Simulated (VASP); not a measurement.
# GaSb2 (P-3m1) in VASP: notebook, part 2 of 2

VASP 6.6.1.

## 3. Single point, PBE

This run uses another cell than the first one, of 26.36 Å³/atom.

INCAR reads:

```
SYSTEM = GaSb2
PREC = Accurate ; ENCUT = 520
EDIFF = 1E-6 ; ISMEAR = 0
SIGMA = 0.1 ; LREAL = .False.
LASPH = .True. ; NELM = 80
ALGO = Normal ; ISIF = 2
LWAVE = .False. ; LCHARG = .True.
GGA = PE ; LELF = .True.
LVHAR = .True. ; NBANDS = 18
```

KPOINTS reads:

```
Automatic mesh
0
Gamma
  6 6 4
  0 0 0
```

POSCAR reads:

```
GaSb2
1.0
    4.1774845846     -0.0000000031      0.0000000000
   -2.0887422896      3.6178077758      0.0000000000
    0.0000000000      0.0000000000      5.2319159999
Ga Sb
1 2
Direct
    0.0000000000      0.0000000000      0.5000000000
    0.3333333333      0.6666666667      0.1809043858
    0.6666666667      0.3333333333      0.8190956142
```

Potentials or basis: VASP PAW PBE potentials, release 64 (Ga_d, Sb).

Launch:

```
$ cat potpaw_PBE.64/Ga_d/POTCAR potpaw_PBE.64/Sb/POTCAR > POTCAR
$ mpirun -np 1 vasp_std > vasp.out
```

OUTCAR:

```text
SYSTEM = GaSb2
   PREC = Accurate
   ENCUT = 520
   EDIFF = 1E-6
   ISMEAR = 0
   LREAL = .False.
   LASPH = .True.
   NELM = 80
   ISIF = 2
   GGA = PE

 ion  position               nearest neighbor table
   1  0.000  0.000  0.500-   2 2.93   3 2.93   3 2.93   2 2.93   3 2.93   2 2.93
   2  0.333  0.667  0.181-   1 2.93   1 2.93   1 2.93   3 3.07   3 3.07   3 3.07
   3  0.667  0.333  0.819-   1 2.93   1 2.93   1 2.93   2 3.07   2 3.07   2 3.07

  LATTYP: Found a hexagonal cell.
 ALAT       =     4.1774845846
 C/A-ratio  =     1.2524082122

  Lattice vectors:

 A1 = (   4.1774845846,  -0.0000000031,   0.0000000000)
 A2 = (  -2.0887422896,   3.6178077758,   0.0000000000)
 A3 = (   0.0000000000,   0.0000000000,   5.2319159999)

Analysis of symmetry for initial positions (statically):
=====================================================================
 Subroutine PRICEL returns:
 Original cell was already a primitive cell.

 Routine SETGRP: Setting up the symmetry group for a
 hexagonal supercell.

 Subroutine GETGRP returns: Found 12 space group operations
 (whereof 12 operations were pure point group operations)
 out of a pool of 24 trial point group operations.

The static configuration has the point symmetry D_3d.

Analysis of symmetry for dynamics (positions and initial velocities):
=====================================================================
 Subroutine PRICEL returns:
 Original cell was already a primitive cell.

 Routine SETGRP: Setting up the symmetry group for a
 hexagonal supercell.

 Subroutine GETGRP returns: Found 12 space group operations
 (whereof 12 operations were pure point group operations)
 out of a pool of 24 trial point group operations.

The dynamic configuration has the point symmetry D_3d.

[... 114 lines left out ...]
   ISMEAR =     0;   SIGMA  =   0.10  broadening in eV -4-tet -1-fermi 0-gaus
   EFERMI_NEDOS =   21; number of points for ismear=-14 and -15
   IALGO  =     38    algorithm
   IMIX   =      4    mixing-type and parameters
     AMIX     =   0.40;   BMIX     =  1.00
     AMIX_MAG =   1.60;   BMIX_MAG =  1.00
  volume/ion in A,a.u.               =      26.36       177.87
  Fermi-wavevector in a.u.,A,eV,Ry     =   1.084702  2.049789 16.008319  1.176578
  Thomas-Fermi vector in A             =   2.220798
   LORBIT       =      0    0 simple, 1 ext, 2 COOP (PROOUT), +10 PAW based schemes
   GGA     = PE    functional components
   LHFCALC =     F    Hartree Fock is set to
   AEXX    =    0.0000 exact exchange contribution
   IVDW    =     0    specifies the selected vdW correction
   LEPSILON=     F    determine dielectric tensor
   LRPA    =     F    only Hartree local field effects (RPA)
 non-spin polarized calculation
 Gauss-broadening in eV      SIGMA  =   0.10
  energy-cutoff  :      520.00
  volume of cell :       79.07
 maximum number of plane-waves:      2173
 NGX is ok and might be reduce to    32
   NGX = 15   NGY = 15   NGZ = 19

 number of electron      23.0000005 magnetization

 Free energy of the ion-electron system (eV)
  ---------------------------------------------------
  ext. energy  EPLUGINS =         0.00000000
  ---------------------------------------------------
  free energy    TOTEN  =       -11.11096830 eV

  energy without entropy =      -11.10434180  energy(sigma->0) =      -11.10765505

 E-fermi :   6.5999     XC(G=0):  -9.9301

 val. band max:        6.5432769044   @ k =   0.3333   0.1667   0.2500
 cond. band min:       6.6342768500   @ k =   0.3333   0.0000   0.0000
 fundamental gap:      0.0909999456
 Fermi energy:         6.5998767079

 k-point     1 :       0.0000    0.0000    0.0000
  band No.  band energies     occupation
      1      -8.2403      2.00000
      2      -8.2403      2.00000
      3      -8.2120      2.00000
      4      -8.2073      2.00000
      5      -8.2073      2.00000
      6      -5.4729      2.00000
[... 481 lines left out ...]
      5      -8.1988      2.00000
      6      -2.3190      2.00000
[... 10 lines left out ...]
     17      11.8513      0.00000
     18      14.4535      0.00000

------------------------ aborting loop because EDIFF is reached ----------------------------------------

  FORCE on cell =-STRESS in cart. coord.  units (eV):
  Direction    XX          YY          ZZ          XY          YZ          ZX
  --------------------------------------------------------------------------------------
  -------------------------------------------------------------------------------------
  Total        0.0399305      0.0399305     -0.0173485      0.0000000      0.0000000      0.0000000
  in kB        0.8090853      0.8090853     -0.3515209      0.0000000      0.0000000      0.0000000
  external PRESSURE =       0.4222166 kB  Pullay stress =       0.0000000 kB

 VOLUME and BASIS-vectors are now :
 -----------------------------------------------------------------------------
  energy-cutoff  :      520.00
  volume of cell :       79.07
      direct lattice vectors                 reciprocal lattice vectors
     4.177484585 -0.000000003  0.000000000     0.239378502  0.138205242  0.000000000
    -2.088742290  3.617807776  0.000000000     0.000000000  0.276410485  0.000000000
     0.000000000  0.000000000  5.231916000     0.000000000  0.000000000  0.191134567

 POSITION                                       TOTAL-FORCE (eV/Angst)
 -----------------------------------------------------------------------------------
      0.00000      0.00000      2.61596         0.000000      0.000000      0.000000
      0.00000      2.41187      0.94648         0.000000     -0.000000      0.007302
      2.08874      1.20594      4.28544        -0.000000      0.000000     -0.007302
 -----------------------------------------------------------------------------------
    total drift:                               -0.000000     -0.000000     -0.000000

  FREE ENERGIE OF THE ION-ELECTRON SYSTEM (eV)
  ---------------------------------------------------
  free  energy   TOTEN  =       -11.1109683036 eV

  energy  without entropy=      -11.1043418048  energy(sigma->0) =      -11.10765505
```

OSZICAR:

```text
N       E                     dE             d eps       ncg     rms          rms(c)
DAV:   1     0.122177261744E+03    0.12218E+03   -0.98554E+03   866   0.140E+03
DAV:   2    -0.140568308153E+01   -0.12358E+03   -0.12042E+03  1002   0.300E+02
DAV:   3    -0.109025846269E+02   -0.94969E+01   -0.93350E+01  1038   0.762E+01
DAV:   4    -0.111120731527E+02   -0.20949E+00   -0.20920E+00  1026   0.117E+01
DAV:   5    -0.111166324807E+02   -0.45593E-02   -0.45586E-02  1220   0.168E+00    0.304E+00
DAV:   6    -0.111083480186E+02    0.82845E-02   -0.35553E-02  1054   0.245E+00    0.178E+00
DAV:   7    -0.111108579051E+02   -0.25099E-02   -0.24897E-02  1150   0.137E+00    0.152E-01
DAV:   8    -0.111109066891E+02   -0.48784E-04   -0.39025E-03  1030   0.636E-01    0.753E-02
DAV:   9    -0.111109389430E+02   -0.32254E-04   -0.17298E-04  1064   0.102E-01    0.361E-02
DAV:  10    -0.111109687136E+02   -0.29771E-04   -0.44542E-05   912   0.384E-02    0.526E-03
DAV:  11    -0.111109683036E+02    0.41004E-06   -0.13258E-06   892   0.125E-02
   1 F= -.11110968E+02 E0= -.11107655E+02  d E =-.662650E-02
```

stdout:

```text
POSCAR found type information on POSCAR GaSb
 POSCAR found :  2 types and       3 ions
 scaLAPACK will be used
 LDA part: xc-table for (Slater+PW92), standard interpolation
 POSCAR, INCAR and KPOINTS ok, starting setup
 FFT: planning ... GRIDC
 FFT: planning ... GRID_SOFT
 FFT: planning ... GRID
 WAVECAR not read
 entering main loop
```

Run time: 41 s. Hardware: 1 thread of Intel Xeon 8259CL, shared host; peak memory 0.2 GiB.

Results:

```
Free energy            : -11.1110 eV
Pressure               : 0.0 GPa
Largest force          : 0.007 eV/Å
Band gap on the k mesh : zero (an odd number of electrons rules out a gap without spin polarisation)
```

Forces in eV/Å, atoms in the order of the input:
```
Ga   0.000  0.000  0.000
Sb   0.000  0.000  0.007
Sb   0.000  0.000 -0.007
```

Stress tensor (GPa, compression positive):
```
 0.08  0.00  0.00
 0.00  0.08  0.00
 0.00  0.00 -0.04
```

Levels at points of the mesh, in eV from the Fermi level:
| k point | band 9 | band 10 | band 11 | band 12 | band 13 | band 14 |
| --- | --- | --- | --- | --- | --- | --- |
| (0.00, 0.00, 0.00) | -0.63 | -0.63 | 0.43 | 0.43 | 1.35 | 1.58 |
| (0.50, 0.00, 0.00) | -2.95 | -2.75 | -2.38 | -1.93 | 2.22 | 2.64 |
| (0.00, 0.00, 0.50) | -0.83 | -0.58 | -0.58 | 1.28 | 1.28 | 2.79 |
| (0.50, 0.00, 0.50) | -5.25 | -1.69 | -0.78 | -0.66 | -0.32 | 3.78 |

Caveat: spin-orbit coupling is left out, which moves the levels of the heavy elements.

## 4. Relaxation of cell and atoms, PBE

INCAR reads:

```
PREC = Accurate ; ENCUT = 600
EDIFF = 1E-6 ; ISMEAR = 0
SIGMA = 0.1 ; LREAL = False
LASPH = True ; NELM = 60
ALGO = Normal ; ISIF = 3
LWAVE = False ; LCHARG = False
GGA = PE ; IBRION = 2
NSW = 90 ; EDIFFG = -0.04
```

KPOINTS reads:

```
regular mesh
0
Gamma
  6 6 4
```

POSCAR reads:

```
GaSb2
1.0
    3.8300470100      0.0000000000      0.0000000000
   -1.9150235000      3.3169180100      0.0000000000
    0.0000000000      0.0000000000      6.1462552600
Ga Sb
1 2
Direct
    0.0000000000      0.0000000000      0.5000000000
    0.3333333300      0.6666666700      0.2521245200
    0.6666666700      0.3333333300      0.7478754800
```

Launch:

```
$ cat potpaw_PBE.64/Ga_d/POTCAR potpaw_PBE.64/Sb/POTCAR > POTCAR
$ mpirun -np 1 vasp_std > vasp.out
```

It took 13 min on 1 thread of Intel Xeon 8259CL, shared host; peak memory 0.26 GiB.

The run converged. Its results:

* Free energy: -11.1107 eV
* Relaxed volume: 26.42 Å³/atom
* Relaxed cell: a = 4.185 Å, b = 4.185 Å, c = 5.225 Å, α = 90.00°, β = 90.00°, γ = 120.00°
* Space group after relaxing (to 0.1 Å): P-3m1 (No. 164)
* Energy gained by relaxing: 318.5 meV/atom
* Ionic steps: 25
* Pressure after relaxing: -0.1 GPa
* Largest force after relaxing: 0.026 eV/Å
* Band gap on the k mesh: zero (an odd number of electrons rules out a gap without spin polarisation)

Forces on the atoms (eV/Å):
```
Ga   0.000  0.000  0.000
Sb   0.000  0.000  0.026
Sb   0.000  0.000 -0.026
```

Step by step:
| step | energy change (eV) | largest force (eV/Å) | pressure (GPa) | volume (Å³) |
| --- | --- | --- | --- | --- |
| 1 | 0.0000 | 1.2275 | 6.07 | 78.08 |
| 2 | -0.2458 | 0.1165 | -3.16 | 89.67 |
| 3 | -0.2587 | 0.2706 | -1.81 | 87.22 |
| 4 | -0.3864 | 0.4482 | -1.57 | 85.60 |
| 5 | -0.6726 | 0.9932 | -0.24 | 80.52 |
| 6 | -0.2477 | 0.2207 | 11.36 | 66.68 |
| 7 | -0.6764 | 0.9747 | 2.98 | 75.21 |
| 8 | -0.7178 | 0.6353 | 1.63 | 76.26 |
| 9 | -0.7233 | 0.5222 | 1.20 | 76.63 |
| 10 | -0.7297 | 0.3565 | 0.54 | 77.34 |
| 11 | -0.7448 | 0.3601 | 0.35 | 77.62 |
| 12 | -0.8086 | 0.3848 | -0.10 | 78.35 |
| 13 | -0.8737 | 0.4996 | -0.62 | 79.37 |
| 14 | -0.8814 | 0.4969 | -0.71 | 79.60 |
| 15 | -0.9217 | 0.3999 | 0.50 | 77.73 |
| 16 | -0.9260 | 0.3187 | 1.02 | 76.99 |
| 17 | -0.9499 | 0.0609 | -0.16 | 79.18 |
| 18 | -0.9500 | 0.0503 | -0.25 | 79.27 |
| 19 | -0.9539 | 0.0726 | 0.40 | 78.65 |
| 20 | -0.9541 | 0.0536 | 0.38 | 78.74 |
| 21 | -0.9546 | 0.0301 | -0.33 | 79.76 |
| 22 | -0.9550 | 0.0434 | 0.02 | 79.30 |
| 23 | -0.9550 | 0.0409 | -0.10 | 79.40 |
| 24 | -0.9550 | 0.0417 | -0.07 | 79.37 |
| 25 | -0.9554 | 0.0258 | -0.11 | 79.25 |

Final structure:
```yaml
crystal:
  lattice:
    - [4.18487, 0.00000, 0.00000]
    - [-2.09243, 3.62420, 0.00000]
    - [0.00000, 0.00000, 5.22540]
  atoms:
    - { symbol: Ga, position: [0.00000, 0.00000, 0.50000] }
    - { symbol: Sb, position: [0.33333, 0.66667, 0.18021] }
    - { symbol: Sb, position: [0.66667, 0.33333, 0.81979] }
```

Levels at points of the mesh, in eV from the Fermi level:
| k point | band 9 | band 10 | band 11 | band 12 | band 13 | band 14 |
| --- | --- | --- | --- | --- | --- | --- |
| (0.00, 0.00, 0.00) | -0.67 | -0.67 | 0.40 | 0.40 | 1.30 | 1.54 |
| (0.50, 0.00, 0.00) | -2.95 | -2.78 | -2.39 | -1.91 | 2.22 | 2.64 |
| (0.00, 0.00, 0.50) | -0.82 | -0.62 | -0.62 | 1.25 | 1.25 | 2.82 |
| (0.50, 0.00, 0.50) | -5.25 | -1.72 | -0.78 | -0.68 | -0.34 | 3.80 |

Caveat: spin-orbit coupling is left out, which moves the levels of the heavy elements.

## 5. The runs side by side

```csv
task,cell,cutoff (eV),gap on the mesh (eV),pressure (GPa),largest force (eV/Å)
single point,"a = 3.830, b = 3.830, c = 6.146 Å, angles 90.0, 90.0, 120.0°, 3 atoms, atomic positions A",520,none,6.1,1.23
single point,"a = 4.177, b = 4.177, c = 5.232 Å, angles 90.0, 90.0, 120.0°, 3 atoms, atomic positions B",520,none,0.0,0.01
relaxation of cell and atoms,"relaxed from a = 3.830, b = 3.830, c = 6.146 Å, angles 90.0, 90.0, 120.0°, 3 atoms, atomic positions A",600,none,-0.1,0.03
```

Alike in all rows: level PBE; potentials or basis VASP PAW PBE potentials, release 64 (Ga_d, Sb); no spin polarisation; k mesh 6 × 6 × 4; smearing gaussian 0.1 eV.

Caveats: spin-orbit coupling is left out, which moves the levels of the heavy elements; the cell stands under pressure (at least some runs); forces of over 1 eV/Å act on the atoms, so gaps and moduli don't describe the material at rest (at least some runs).

Absolute energies hang on the potentials; compare differences alone.
